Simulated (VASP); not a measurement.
# Ge (Fd-3m) in VASP: single point with r2SCAN

Aim: the single point of Ge with r2SCAN.

All numbers are computed with VASP 6.6.1; they aren't measurements. Logs are shortened: lines on timing, memory, paths and dates and some standing lists are left out, and cuts for length are marked.

## 1. The cell of the first run

Symmetry: Fd-3m, No. 227, cubic system. The conventional cell has a = 5.676 Å, b = 5.676 Å, c = 5.676 Å, α = 90.00°, β = 90.00°, γ = 90.00°. Ge (site symmetry -43m) has 4 Ge at 2.46 Å within 3.2 Å.

## 2. Single point, r2SCAN

The input, POSCAR:

```
Ge
1.0
    0.0000000000      2.8377960000      2.8377960000
    2.8377960000      0.0000000000      2.8377960000
    2.8377960000      2.8377960000      0.0000000000
Ge
2
Direct
    0.0000000000      0.0000000000      0.0000000000
    0.2500000000      0.2500000000      0.2500000000
```

The input, INCAR.step1:

```
  ALGO = Normal
  EDIFF = 1E-4
  ENCUT = 520
  GGA = PE
  ISMEAR = -1
  LASPH = T
  LCHARG = F
  LREAL = F
  LWAVE = T
  NBANDS = 21
  NELM = 100
  PREC = Accurate
  SIGMA = 0.05
```

The input, INCAR.step2:

```
  ALGO = Normal
  EDIFF = 1E-6
  ENCUT = 520
  ISIF = 2
  ISMEAR = -1
  ISTART = 1
  LASPH = T
  LCHARG = T
  LELF = T
  LMIXTAU = T
  LREAL = F
  LVHAR = T
  LWAVE = F
  METAGGA = R2SCAN
  NBANDS = 21
  NELM = 100
  PREC = Accurate
  SIGMA = 0.05
```

The input, KPOINTS:

```
k-points
0
Gamma
  7 7 7
```

Potentials or basis: VASP PAW PBE potentials, release 64 (Ge_d).

Started as:

```console
> cat potpaw_PBE.64/Ge_d/POTCAR > POTCAR
> cp INCAR.step1 INCAR
> mpirun -np 1 vasp_std > vasp.out
> cp INCAR.step2 INCAR
> mpirun -np 1 vasp_std > vasp.out
```

OUTCAR:

```text
EDIFF = 1E-6
   ENCUT = 520
   ISIF = 2
   ISMEAR = -1
   ISTART = 1
   LASPH = T
   LREAL = F
   METAGGA = R2SCAN
   NELM = 100
   PREC = Accurate

 ion  position               nearest neighbor table
   1  0.000  0.000  0.000-   2 2.46   2 2.46   2 2.46   2 2.46
   2  0.250  0.250  0.250-   1 2.46   1 2.46   1 2.46   1 2.46

  LATTYP: Found a face centered cubic cell.
 ALAT       =     5.6755920000

  Lattice vectors:

 A1 = (   0.0000000000,   2.8377960000,   2.8377960000)
 A2 = (   2.8377960000,   0.0000000000,   2.8377960000)
 A3 = (   2.8377960000,   2.8377960000,   0.0000000000)

Analysis of symmetry for initial positions (statically):
=====================================================================
 Subroutine PRICEL returns:
 Original cell was already a primitive cell.

 Routine SETGRP: Setting up the symmetry group for a
 face centered cubic supercell.

 Subroutine GETGRP returns: Found 48 space group operations
 (whereof 24 operations were pure point group operations)
 out of a pool of 48 trial point group operations.

The static configuration has the point symmetry T_d .
 The point group associated with its full space group is O_h .

Analysis of symmetry for dynamics (positions and initial velocities):
=====================================================================
 Subroutine PRICEL returns:
 Original cell was already a primitive cell.

 Routine SETGRP: Setting up the symmetry group for a
 face centered cubic supercell.

 Subroutine GETGRP returns: Found 48 space group operations
 (whereof 24 operations were pure point group operations)
 out of a pool of 48 trial point group operations.

The dynamic configuration has the point symmetry T_d .
 The point group associated with its full space group is O_h .

 Subroutine INISYM returns: Found 48 space group operations
 (whereof 24 operations are pure point group operations),
 and found     1 'primitive' translations

----------------------------------------------------------------------------------------

                                     Primitive cell

  volume of cell :      45.7060

  direct lattice vectors                    reciprocal lattice vectors
     0.000000000  2.837796000  2.837796000    -0.176193074  0.176193074  0.176193074
     2.837796000  0.000000000  2.837796000     0.176193074 -0.176193074  0.176193074
     2.837796000  2.837796000  0.000000000     0.176193074  0.176193074 -0.176193074

  length of vectors
     4.013249590  4.013249590  4.013249590     0.305175356  0.305175356  0.305175356

  position of ions in fractional coordinates (direct lattice)
     0.000000000  0.000000000  0.000000000
     0.250000000  0.250000000  0.250000000

  ion indices of the primitive-cell ions
   primitive index   ion index
                 1           1
                 2           2

----------------------------------------------------------------------------------------

 KPOINTS: k-points

Automatic generation of k-mesh.
 Grid dimensions read from file:
 generate k-points for:    7    7    7

 Generating k-lattice:

  Cartesian coordinates                     Fractional coordinates (reciprocal lattice)
    -0.025170439  0.025170439  0.025170439     0.142857143  0.000000000  0.000000000
     0.025170439 -0.025170439  0.025170439     0.000000000  0.142857143  0.000000000
     0.025170439  0.025170439 -0.025170439     0.000000000  0.000000000  0.142857143

  Length of vectors
     0.043596479  0.043596479  0.043596479

  Shift w.r.t. Gamma in fractional coordinates (k-lattice)
     0.000000000  0.000000000  0.000000000

 Subroutine IBZKPT returns following result:
 ===========================================

 Found     20 irreducible k-points:

 Following reciprocal coordinates:
            Coordinates               Weight
  0.000000  0.000000  0.000000      1.000000
  0.142857  0.000000  0.000000      8.000000
  0.285714  0.000000  0.000000      8.000000
  0.428571  0.000000  0.000000      8.000000
  0.142857  0.142857  0.000000      6.000000
  0.285714  0.142857  0.000000     24.000000
[... 12 lines left out ...]
 -0.428571  0.428571  0.142857     24.000000
 -0.285714  0.428571  0.142857     24.000000
   k-points           NKPTS =     20   k-points in BZ     NKDIM =     20   number of bands    NBANDS=     21
   number of dos      NEDOS =    301   number of ions     NIONS =      2
   total plane-waves  NPLWV =  27000
   dimension x,y,z NGX =    30 NGY =   30 NGZ =   30
   dimension x,y,z NGXF=    60 NGYF=   60 NGZF=   60
   ions per type =               2
   NGX,Y,Z   is equivalent  to a cutoff of  12.43, 12.43, 12.43 a.u.
   NGXF,Y,Z  is equivalent  to a cutoff of  24.85, 24.85, 24.85 a.u.
 SYSTEM =  unknown system
   PREC   = accura    normal or accurate (medium, high low for compatibility)
   ISTART =      1    job   : 0-new  1-cont  2-samecut
   ICHARG =      0    charge: 1-file 2-atom 10-const
   ISPIN  =      1    spin polarized calculation?
   LNONCOLLINEAR =      F non collinear calculations
   LSORBIT =      F    spin-orbit coupling
   LASPH  =      T    aspherical Exc in radial PAW
   ENCUT  =  520.0 eV  38.22 Ry    6.18 a.u.   7.46  7.46  7.46*2*pi/ulx,y,z
   NELM   =    100;   NELMIN=  2; NELMDL=  0     # of ELM steps
   EDIFF  = 0.1E-05   stopping-criterion for ELM
   LREAL  =      F    real-space projection
   EDIFFG = 0.1E-04   stopping-criterion for IOM
   NSW    =      0    number of steps for IOM
   IBRION =     -1    ionic relax: 0-MD 1-quasi-New 2-CG
   NFREE  =      0    steps in history (QN), initial steepest desc. (CG)
   ISIF   =      2    stress and relaxation
   ISYM   =      2    0-nonsym 1-usesym 2-fastsym
   POTIM  = 0.5000    time-step for ionic-motion
   TEBEG  =    0.0;   TEEND  =   0.0 temperature during run
   PSTRESS=    0.0 pullay stress
   NELECT =      28.0000    total number of electrons
   NUPDOWN=      -1.0000    fix difference up-down
   EMIN   =  10.00;   EMAX   =-10.00  energy-range for DOS
   EFERMI =   0.00;   METHOD = LEGACY
   ISMEAR =    -1;   SIGMA  =   0.05  broadening in eV -4-tet -1-fermi 0-gaus
   EFERMI_NEDOS =   21; number of points for ismear=-14 and -15
   IALGO  =     38    algorithm
   IMIX   =      4    mixing-type and parameters
     AMIX     =   0.40;   BMIX     =  1.00
     AMIX_MAG =   1.60;   BMIX_MAG =  1.00
  volume/ion in A,a.u.               =      22.85       154.22
  Fermi-wavevector in a.u.,A,eV,Ry     =   1.390389  2.627454 26.302534  1.933182
  Thomas-Fermi vector in A             =   2.514329
   LORBIT       =      0    0 simple, 1 ext, 2 COOP (PROOUT), +10 PAW based schemes
   METAGGA = R2SCAN    functional components
   LHFCALC =     F    Hartree Fock is set to
   AEXX    =    0.0000 exact exchange contribution
   IVDW    =     0    specifies the selected vdW correction
   LEPSILON=     F    determine dielectric tensor
   LRPA    =     F    only Hartree local field effects (RPA)
 non-spin polarized calculation
  energy-cutoff  :      520.00
  volume of cell :       45.71
 maximum number of plane-waves:      1248
 NGX is ok and might be reduce to    30
   NGX = 15   NGY = 15   NGZ = 15

 number of electron      28.0000014 magnetization

 Free energy of the ion-electron system (eV)
  ---------------------------------------------------
  ext. energy  EPLUGINS =         0.00000000
  ---------------------------------------------------
  free energy    TOTEN  =       -27.72662110 eV

  energy without entropy =      -27.72638217  energy(sigma->0) =      -27.72650163

 E-fermi :   4.8872     XC(G=0): -10.7680

 val. band max:        4.7124539561   @ k =   0.0000   0.0000   0.0000
 cond. band min:       5.0262636051   @ k =   0.0000   0.0000   0.0000
 fundamental gap:      0.3138096491
 Fermi energy:         4.8872414932

 k-point     1 :       0.0000    0.0000    0.0000
  band No.  band energies     occupation
      1     -20.7689      2.00000
      2     -20.7689      2.00000
      3     -20.7689      2.00000
      4     -20.7303      2.00000
      5     -20.7303      2.00000
      6     -20.5179      2.00000
[... 13 lines left out ...]
     20      14.6220      0.00000
     21      14.6220      0.00000

 k-point     2 :       0.1429    0.0000    0.0000
  band No.  band energies     occupation
      1     -20.7787      2.00000
      2     -20.7787      2.00000
      3     -20.7656      2.00000
      4     -20.7161      2.00000
      5     -20.7161      2.00000
      6     -20.5301      2.00000
[... 13 lines left out ...]
     20      13.6382      0.00000
     21      13.6382      0.00000

 k-point     3 :       0.2857    0.0000    0.0000
  band No.  band energies     occupation
      1     -20.7893      2.00000
      2     -20.7893      2.00000
      3     -20.7582      2.00000
      4     -20.6970      2.00000
      5     -20.6970      2.00000
      6     -20.5434      2.00000
[... 13 lines left out ...]
     20      13.7098      0.00000
     21      13.7098      0.00000

 k-point     4 :       0.4286    0.0000    0.0000
  band No.  band energies     occupation
      1     -20.7933      2.00000
      2     -20.7933      2.00000
      3     -20.7520      2.00000
      4     -20.6883      2.00000
      5     -20.6883      2.00000
      6     -20.5481      2.00000
[... 13 lines left out ...]
     20      15.5876      0.00000
     21      15.5876      0.00000

 k-point     5 :       0.1429    0.1429    0.0000
  band No.  band energies     occupation
      1     -20.7773      2.00000
      2     -20.7762      2.00000
      3     -20.7762      2.00000
      4     -20.7183      2.00000
      5     -20.7005      2.00000
      6     -20.5584      2.00000
[... 13 lines left out ...]
     20      13.2643      0.00000
     21      14.9851      0.00000

 k-point     6 :       0.2857    0.1429    0.0000
  band No.  band energies     occupation
      1     -20.7941      2.00000
      2     -20.7856      2.00000
      3     -20.7631      2.00000
      4     -20.7010      2.00000
      5     -20.6771      2.00000
      6     -20.5818      2.00000
[... 13 lines left out ...]
     20      14.6365      0.00000
     21      14.9992      0.00000

 k-point     7 :       0.4286    0.1429    0.0000
  band No.  band energies     occupation
      1     -20.8058      2.00000
      2     -20.7936      2.00000
      3     -20.7438      2.00000
      4     -20.6837      2.00000
      5     -20.6681      2.00000
      6     -20.5857      2.00000
[... 13 lines left out ...]
     20      15.6428      0.00000
     21      16.4380      0.00000
[... 195 lines left out ...]
      1     -20.8130      2.00000
      2     -20.8036      2.00000
      3     -20.7151      2.00000
      4     -20.6909      2.00000
      5     -20.6157      2.00000
      6     -20.6095      2.00000
[... 13 lines left out ...]
     20      16.4342      0.00000
     21      18.0723      0.00000

 k-point    17 :       0.4286    0.2857    0.1429
  band No.  band energies     occupation
      1     -20.8015      2.00000
      2     -20.8014      2.00000
      3     -20.7429      2.00000
      4     -20.6844      2.00000
      5     -20.6521      2.00000
      6     -20.6065      2.00000
[... 13 lines left out ...]
     20      15.7421      0.00000
     21      16.5660      0.00000

 k-point    18 :      -0.4286    0.2857    0.1429
  band No.  band energies     occupation
      1     -20.8154      2.00000
      2     -20.8052      2.00000
      3     -20.7181      2.00000
      4     -20.6660      2.00000
      5     -20.6421      2.00000
      6     -20.6113      2.00000
[... 13 lines left out ...]
     20      15.6561      0.00000
     21      17.1005      0.00000

 k-point    19 :      -0.4286    0.4286    0.1429
  band No.  band energies     occupation
      1     -20.8118      2.00000
      2     -20.8105      2.00000
      3     -20.7141      2.00000
      4     -20.6656      2.00000
      5     -20.6401      2.00000
      6     -20.5996      2.00000
[... 13 lines left out ...]
     20      16.4037      0.00000
     21      18.2292      0.00000

 k-point    20 :      -0.2857    0.4286    0.1429
  band No.  band energies     occupation
      1     -20.8204      2.00000
      2     -20.8112      2.00000
      3     -20.6970      2.00000
      4     -20.6486      2.00000
      5     -20.6334      2.00000
      6     -20.6091      2.00000
[... 13 lines left out ...]
     20      16.0335      0.00000
     21      18.4559      0.00000

------------------------ aborting loop because EDIFF is reached ----------------------------------------

  FORCE on cell =-STRESS in cart. coord.  units (eV):
  Direction    XX          YY          ZZ          XY          YZ          ZX
  --------------------------------------------------------------------------------------
  -------------------------------------------------------------------------------------
  Total       -0.0136024     -0.0136024     -0.0136024      0.0000000      0.0000000     -0.0000000
  in kB       -0.4768173     -0.4768173     -0.4768173      0.0000000      0.0000000     -0.0000000
  external PRESSURE =      -0.4768173 kB  Pullay stress =       0.0000000 kB

 VOLUME and BASIS-vectors are now :
 -----------------------------------------------------------------------------
  energy-cutoff  :      520.00
  volume of cell :       45.71
      direct lattice vectors                 reciprocal lattice vectors
     0.000000000  2.837796000  2.837796000    -0.176193074  0.176193074  0.176193074
     2.837796000  0.000000000  2.837796000     0.176193074 -0.176193074  0.176193074
     2.837796000  2.837796000  0.000000000     0.176193074  0.176193074 -0.176193074

 POSITION                                       TOTAL-FORCE (eV/Angst)
 -----------------------------------------------------------------------------------
      0.00000      0.00000      0.00000         0.000000      0.000000      0.000000
      1.41890      1.41890      1.41890        -0.000000     -0.000000     -0.000000
 -----------------------------------------------------------------------------------
    total drift:                                0.000000     -0.000000      0.000000

  FREE ENERGIE OF THE ION-ELECTRON SYSTEM (eV)
  ---------------------------------------------------
  free  energy   TOTEN  =       -27.7266211001 eV

  energy  without entropy=      -27.7263821660  energy(sigma->0) =      -27.72650163
```

Run time: 2.4 min. Hardware: 1 thread of AMD EPYC 7R13, shared host; peak memory 0.14 GiB.

Results:

```
Free energy            : -27.7266 eV
Pressure               : 0.0 GPa
Band gap on the k mesh : 0.31 eV, direct
```

Caveat: the PAW data sets were made with another functional, which shifts forces and pressure a little. A k mesh can miss the band edges.
